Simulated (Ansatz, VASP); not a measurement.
Two plane-wave programs on CdTe

```
Cd Te
1.0
     0.00000    3.28657    3.28657
     3.28657    0.00000    3.28657
     3.28657    3.28657    0.00000
Cd Te
1 1
Cartesian
  0.0000 0.0000 0.0000
  1.6433 1.6433 1.6433
```

Alike in both runs: functional HSE06; k mesh 4 × 4 × 4; no spin polarisation.

Ansatz relaxed the structure, and its values are those at the end. VASP's run is a single point on that final structure, the one shown.

```csv
,VASP,Ansatz
version,VASP 6.6.1,Ansatz 0.2.0
potentials or method,"VASP PAW PBE potentials, release 64 (Cd, Te), cutoff 520 eV","scalar-relativistic, plane waves, PAW"
occupations,"gaussian, width 0.01 eV",fixed
valence electrons in the cell,18,36
```

|  | VASP | Ansatz | Ansatz less VASP |
| --- | --- | --- | --- |
| gap on the k mesh at the Fermi level (eV) | 1.42 | 1.51 | +0.082 |
| least direct gap on the mesh (eV) | 1.42 | 1.51 | +0.082 |
| pressure (GPa) | 0.0 | 0.0 | +0.04 |

VASP's potentials hold 18 valence electrons a cell and Ansatz's 36, so a difference there can come from the potentials and not from the codes.

Neither program's run includes spin-orbit coupling.
